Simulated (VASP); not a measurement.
# Cd (Im-3m) in VASP: notebook

The runs below take Cd through single point, with LDA.

Everything below comes from runs of VASP 6.6.1. Logs are shortened: lines on timing, memory, paths and dates and some standing lists are left out, and cuts for length are marked.

### Step 1. The cell of the first run

Symmetry: Im-3m, No. 229, cubic system. Conventional cell: a = 3.569 Å, b = 3.569 Å, c = 3.569 Å, α = 90.00°, β = 90.00°, γ = 90.00°. Cd (site symmetry m-3m) has 14 Cd at 3.09 to 3.57 Å within 4.1 Å.

### Step 2. Single point, LDA

INCAR

```
SYSTEM = Cd
PREC = Accurate ; ENCUT = 520
EDIFF = 1E-7 ; ISMEAR = -1
SIGMA = 0.15 ; LREAL = .False.
LASPH = .True. ; NELM = 100
ALGO = Normal ; ISIF = 2
LWAVE = .False. ; LCHARG = .False.
GGA = CA ; NBANDS = 12
```

KPOINTS

```
Automatic mesh
0
Gamma
  11 11 11
  0 0 0
```

POSCAR

```
Cd
1.0
   -1.7843220000      1.7843220000      1.7843220000
    1.7843220000     -1.7843220000      1.7843220000
    1.7843220000      1.7843220000     -1.7843220000
Cd
1
Direct
    0.0000000000      0.0000000000      0.0000000000
```

Potentials or basis: VASP PAW LDA potentials, release 64 (Cd).

Launch:

```sh
$ cat potpaw_LDA.64/Cd/POTCAR > POTCAR
$ mpirun -np 1 vasp_std > vasp.out
```

OUTCAR:

```text
SYSTEM = Cd
   PREC = Accurate
   ENCUT = 520
   EDIFF = 1E-7
   ISMEAR = -1
   LREAL = .False.
   LASPH = .True.
   NELM = 100
   ISIF = 2
   GGA = CA

 ion  position               nearest neighbor table
   1  0.000  0.000  0.000-

  LATTYP: Found a body centered cubic cell.
 ALAT       =     3.5686440000

  Lattice vectors:

 A1 = (  -1.7843220000,   1.7843220000,   1.7843220000)
 A2 = (   1.7843220000,  -1.7843220000,   1.7843220000)
 A3 = (   1.7843220000,   1.7843220000,  -1.7843220000)

Analysis of symmetry for initial positions (statically):
=====================================================================
 Subroutine PRICEL returns:
 Original cell was already a primitive cell.

 Routine SETGRP: Setting up the symmetry group for a
 body centered cubic supercell.

 Subroutine GETGRP returns: Found 48 space group operations
 (whereof 48 operations were pure point group operations)
 out of a pool of 48 trial point group operations.

The static configuration has the point symmetry O_h .

Analysis of symmetry for dynamics (positions and initial velocities):
=====================================================================
 Subroutine PRICEL returns:
 Original cell was already a primitive cell.

 Routine SETGRP: Setting up the symmetry group for a
 body centered cubic supercell.

 Subroutine GETGRP returns: Found 48 space group operations
 (whereof 48 operations were pure point group operations)
 out of a pool of 48 trial point group operations.

The dynamic configuration has the point symmetry O_h .

 Subroutine INISYM returns: Found 48 space group operations
 (whereof 48 operations are pure point group operations),
 and found     1 'primitive' translations

----------------------------------------------------------------------------------------

                                     Primitive cell

  volume of cell :      22.7237

  direct lattice vectors                    reciprocal lattice vectors
    -1.784322000  1.784322000  1.784322000     0.000000000  0.280218481  0.280218481
     1.784322000 -1.784322000  1.784322000     0.280218481  0.000000000  0.280218481
     1.784322000  1.784322000 -1.784322000     0.280218481  0.280218481  0.000000000

  length of vectors
     3.090536361  3.090536361  3.090536361     0.396288776  0.396288776  0.396288776

  position of ions in fractional coordinates (direct lattice)
     0.000000000  0.000000000  0.000000000

  ion indices of the primitive-cell ions
   primitive index   ion index
                 1           1

----------------------------------------------------------------------------------------

 KPOINTS: Automatic mesh

Automatic generation of k-mesh.
 Grid dimensions read from file:
 generate k-points for:   11   11   11

 Generating k-lattice:

  Cartesian coordinates                     Fractional coordinates (reciprocal lattice)
     0.000000000  0.025474407  0.025474407     0.090909091  0.000000000  0.000000000
     0.025474407  0.000000000  0.025474407     0.000000000  0.090909091  0.000000000
     0.025474407  0.025474407  0.000000000     0.000000000  0.000000000  0.090909091

  Length of vectors
     0.036026252  0.036026252  0.036026252

  Shift w.r.t. Gamma in fractional coordinates (k-lattice)
     0.000000000  0.000000000  0.000000000

 Subroutine IBZKPT returns following result:
 ===========================================

 Found     56 irreducible k-points:

 Following reciprocal coordinates:
            Coordinates               Weight
  0.000000  0.000000  0.000000      1.000000
  0.090909  0.000000  0.000000     12.000000
  0.181818  0.000000  0.000000     12.000000
  0.272727  0.000000  0.000000     12.000000
  0.363636  0.000000  0.000000     12.000000
  0.454545  0.000000  0.000000     12.000000
[... 16 lines left out ...]
  0.272727  0.181818  0.090909     48.000000
  0.363636  0.181818  0.090909     24.000000
 [... further k-points ...]
   k-points           NKPTS =     56   k-points in BZ     NKDIM =     56   number of bands    NBANDS=     12
   number of dos      NEDOS =    301   number of ions     NIONS =      1
   total plane-waves  NPLWV =  13824
   dimension x,y,z NGX =    24 NGY =   24 NGZ =   24
   dimension x,y,z NGXF=    48 NGYF=   48 NGZF=   48
   ions per type =               1
   NGX,Y,Z   is equivalent  to a cutoff of  12.91, 12.91, 12.91 a.u.
   NGXF,Y,Z  is equivalent  to a cutoff of  25.82, 25.82, 25.82 a.u.
 SYSTEM =  Cd
   PREC   = accura    normal or accurate (medium, high low for compatibility)
   ISTART =      0    job   : 0-new  1-cont  2-samecut
   ICHARG =      2    charge: 1-file 2-atom 10-const
   ISPIN  =      1    spin polarized calculation?
   LNONCOLLINEAR =      F non collinear calculations
   LSORBIT =      F    spin-orbit coupling
   LASPH  =      T    aspherical Exc in radial PAW
   ENCUT  =  520.0 eV  38.22 Ry    6.18 a.u.   5.75  5.75  5.75*2*pi/ulx,y,z
   NELM   =    100;   NELMIN=  2; NELMDL= -5     # of ELM steps
   EDIFF  = 0.1E-06   stopping-criterion for ELM
   LREAL  =      F    real-space projection
   EDIFFG = 0.1E-05   stopping-criterion for IOM
   NSW    =      0    number of steps for IOM
   IBRION =     -1    ionic relax: 0-MD 1-quasi-New 2-CG
   NFREE  =      0    steps in history (QN), initial steepest desc. (CG)
   ISIF   =      2    stress and relaxation
   ISYM   =      2    0-nonsym 1-usesym 2-fastsym
   POTIM  = 0.5000    time-step for ionic-motion
   TEBEG  =    0.0;   TEEND  =   0.0 temperature during run
   PSTRESS=    0.0 pullay stress
   NELECT =      12.0000    total number of electrons
   NUPDOWN=      -1.0000    fix difference up-down
   EMIN   =  10.00;   EMAX   =-10.00  energy-range for DOS
   EFERMI =   0.00;   METHOD = LEGACY
   ISMEAR =    -1;   SIGMA  =   0.15  broadening in eV -4-tet -1-fermi 0-gaus
   EFERMI_NEDOS =   21; number of points for ismear=-14 and -15
   IALGO  =     38    algorithm
   IMIX   =      4    mixing-type and parameters
     AMIX     =   0.40;   BMIX     =  1.00
     AMIX_MAG =   1.60;   BMIX_MAG =  1.00
  volume/ion in A,a.u.               =      22.72       153.35
  Fermi-wavevector in a.u.,A,eV,Ry     =   1.323250  2.500581 23.823686  1.750992
  Thomas-Fermi vector in A             =   2.452872
   LORBIT       =      0    0 simple, 1 ext, 2 COOP (PROOUT), +10 PAW based schemes
   GGA     = CA    functional components
   LHFCALC =     F    Hartree Fock is set to
   AEXX    =    0.0000 exact exchange contribution
   IVDW    =     0    specifies the selected vdW correction
   LEPSILON=     F    determine dielectric tensor
   LRPA    =     F    only Hartree local field effects (RPA)
 non-spin polarized calculation
  energy-cutoff  :      520.00
  volume of cell :       22.72
 maximum number of plane-waves:       629
   NGX = 11   NGY = 11   NGZ = 11

 number of electron      12.0000006 magnetization

 Free energy of the ion-electron system (eV)
  ---------------------------------------------------
  ext. energy  EPLUGINS =         0.00000000
  ---------------------------------------------------
  free energy    TOTEN  =        -1.40978170 eV

  energy without entropy =       -1.37857805  energy(sigma->0) =       -1.39417988

 E-fermi :   2.2982     XC(G=0): -11.1151

 val. band max:        2.2924480377   @ k =   0.3636   0.2727   0.0000
 cond. band min:       2.3011942249   @ k =  -0.4545  -0.4545   0.1818
 fundamental gap:      0.0087461872
 Fermi energy:         2.2981590851

 k-point     1 :       0.0000    0.0000    0.0000
  band No.  band energies     occupation
      1      -6.7501      2.00000
      2      -6.7501      2.00000
      3      -6.7501      2.00000
      4      -6.2247      2.00000
      5      -6.1372      2.00000
      6      -6.1372      2.00000
      7      17.7721      0.00000
      8      17.7721      0.00000
      9      17.7721      0.00000
     10      18.0206      0.00000
     11      18.0206      0.00000
     12      18.0206      0.00000

 k-point     2 :       0.0909    0.0000    0.0000
  band No.  band energies     occupation
      1      -6.7749      2.00000
      2      -6.7461      2.00000
      3      -6.6765      2.00000
      4      -6.1692      2.00000
      5      -6.1362      2.00000
      6      -5.9939      2.00000
      7      15.3516      0.00000
      8      16.7733      0.00000
      9      16.8766      0.00000
     10      17.4534      0.00000
     11      17.5704      0.00000
     12      18.1270      0.00000

 k-point     3 :       0.1818    0.0000    0.0000
  band No.  band energies     occupation
      1      -6.8410      2.00000
      2      -6.7856      2.00000
      3      -6.4733      2.00000
      4      -6.2178      2.00000
      5      -6.1329      2.00000
      6      -5.2863      2.00000
      7      11.7341      0.00000
      8      15.0361      0.00000
      9      15.1261      0.00000
     10      16.8703      0.00000
     11      17.0431      0.00000
     12      18.9118      0.00000

 k-point     4 :       0.2727    0.0000    0.0000
  band No.  band energies     occupation
      1      -6.9263      2.00000
      2      -6.9014      2.00000
      3      -6.2260      2.00000
      4      -6.1933      2.00000
      5      -6.1269      2.00000
      6      -4.1001      2.00000
      7       8.2494      0.00000
      8      13.3789      0.00000
      9      13.7574      0.00000
     10      16.3659      0.00000
     11      16.6551      0.00000
     12      20.1850      0.00000

 k-point     5 :       0.3636    0.0000    0.0000
  band No.  band energies     occupation
      1      -7.0408      2.00000
      2      -7.0036      2.00000
      3      -6.1987      2.00000
      4      -6.1197      2.00000
      5      -5.9198      2.00000
      6      -2.4616      2.00000
      7       5.0514      0.00000
      8      12.1451      0.00000
      9      12.8006      0.00000
     10      16.0248      0.00000
     11      16.4488      0.00000
     12      21.8707      0.00000
[... 228 lines left out ...]
      1      -6.7225      2.00000
      2      -6.7225      2.00000
      3      -6.6781      2.00000
      4      -6.2187      2.00000
      5      -6.1724      2.00000
      6      -5.7320      2.00000
      7      15.4478      0.00000
      8      15.4478      0.00000
      9      15.4539      0.00000
     10      15.7412      0.00000
     11      18.4092      0.00000
     12      18.4092      0.00000

 k-point    22 :       0.1818    0.1818    0.0909
  band No.  band energies     occupation
      1      -6.9558      2.00000
      2      -6.8492      2.00000
      3      -6.2741      2.00000
      4      -6.1749      2.00000
      5      -6.1112      2.00000
      6      -2.1167      2.00000
      7       6.9591      0.00000
      8       8.0323      0.00000
      9       9.9006      0.00000
     10      20.1452      0.00000
     11      21.5616      0.00000
     12      22.3775      0.00000

 k-point    23 :       0.2727    0.1818    0.0909
  band No.  band energies     occupation
      1      -6.9927      2.00000
      2      -6.8362      2.00000
      3      -6.2493      2.00000
      4      -6.1526      2.00000
      5      -6.0832      2.00000
      6      -0.2768      2.00000
      7       4.4568      0.00000
      8       6.9221      0.00000
      9       9.2579      0.00000
     10      20.2345      0.00000
     11      22.4242      0.00000
     12      22.6468      0.00000

 k-point    24 :       0.3636    0.1818    0.0909
  band No.  band energies     occupation
      1      -7.0058      2.00000
      2      -6.8380      2.00000
      3      -6.2322      2.00000
      4      -6.1366      2.00000
      5      -6.0777      2.00000
      6       1.8922      1.87484
      7       1.9712      1.79689
      8       6.6353      0.00000
      9       9.0434      0.00000
     10      20.1731      0.00000
     11      22.5517      0.00000
     12      23.1625      0.00000

 [... further k-points ...]

------------------------ aborting loop because EDIFF is reached ----------------------------------------

  FORCE on cell =-STRESS in cart. coord.  units (eV):
  Direction    XX          YY          ZZ          XY          YZ          ZX
  --------------------------------------------------------------------------------------
  -------------------------------------------------------------------------------------
  Total       -0.6798507     -0.6798507     -0.6798507      0.0000000     -0.0000000      0.0000000
  in kB      -47.9340831    -47.9340831    -47.9340831      0.0000000     -0.0000000      0.0000000
  external PRESSURE =     -47.9340831 kB  Pullay stress =       0.0000000 kB

 VOLUME and BASIS-vectors are now :
 -----------------------------------------------------------------------------
  energy-cutoff  :      520.00
  volume of cell :       22.72
      direct lattice vectors                 reciprocal lattice vectors
    -1.784322000  1.784322000  1.784322000     0.000000000  0.280218481  0.280218481
     1.784322000 -1.784322000  1.784322000     0.280218481  0.000000000  0.280218481
     1.784322000  1.784322000 -1.784322000     0.280218481  0.280218481  0.000000000

 POSITION                                       TOTAL-FORCE (eV/Angst)
 -----------------------------------------------------------------------------------
      0.00000      0.00000      0.00000         0.000000      0.000000     -0.000000
 -----------------------------------------------------------------------------------
    total drift:                                0.000000      0.000000     -0.000000

  FREE ENERGIE OF THE ION-ELECTRON SYSTEM (eV)
  ---------------------------------------------------
  free  energy   TOTEN  =        -1.4097817041 eV

  energy  without entropy=       -1.3785780517  energy(sigma->0) =       -1.39417988
```

Wall time 4.9 s (1 thread of Intel Xeon Platinum 8375C at 2.90GHz (Ice Lake), shared host); peak memory 0.13 GiB.

What came out:

| Quantity | Value |
| --- | --- |
| Free energy | -1.4098 eV |
| Pressure | -4.8 GPa |
| Band gap on the k mesh | zero (band 6 reaches 4.59 eV, above the bottom of band 7 at 1.43 eV) |

Levels at points of the mesh, in eV from the Fermi level:
| k point | band 3 | band 4 | band 5 | band 6 | band 7 | band 8 | band 9 | band 10 |
| --- | --- | --- | --- | --- | --- | --- | --- | --- |
| (0.00, 0.00, 0.00) | -9.05 | -8.52 | -8.44 | -8.44 | 15.47 | 15.47 | 15.47 | 15.72 |

### Step 3. Single point, LDA

INCAR

```
PREC = Accurate ; ENCUT = 520
EDIFF = 1E-7 ; ISMEAR = -1
SIGMA = 0.15 ; LREAL = F
LASPH = T ; NELM = 100
ALGO = Normal ; ISIF = 2
LWAVE = F ; LCHARG = T
LELF = T ; LVHAR = T
NBANDS = 12
```

KPOINTS

```
Automatic mesh
0
Gamma
  11 11 11
```

POSCAR is that of step 2.

Potentials or basis: VASP PAW LDA potentials, release 64 (Cd).

Launch:

```sh
$ cat potpaw_LDA.64/Cd/POTCAR > POTCAR
$ mpirun -np 1 vasp_std > vasp.out
```

It took 5.1 s on 1 thread of Intel Xeon Platinum 8375C at 2.90GHz (Ice Lake), shared host; peak memory 0.13 GiB.

The run converged. Its results:

| Quantity | Value |
| --- | --- |
| Free energy | -1.4098 eV |
| Pressure | -4.8 GPa |
| Band gap on the k mesh | zero (band 6 reaches 4.59 eV, above the bottom of band 7 at 1.43 eV) |

Levels at points of the mesh, in eV from the Fermi level:
| k point | band 4 | band 5 | band 6 | band 7 | band 8 | band 9 |
| --- | --- | --- | --- | --- | --- | --- |
| (0.00, 0.00, 0.00) | -8.52 | -8.44 | -8.44 | 15.47 | 15.47 | 15.47 |
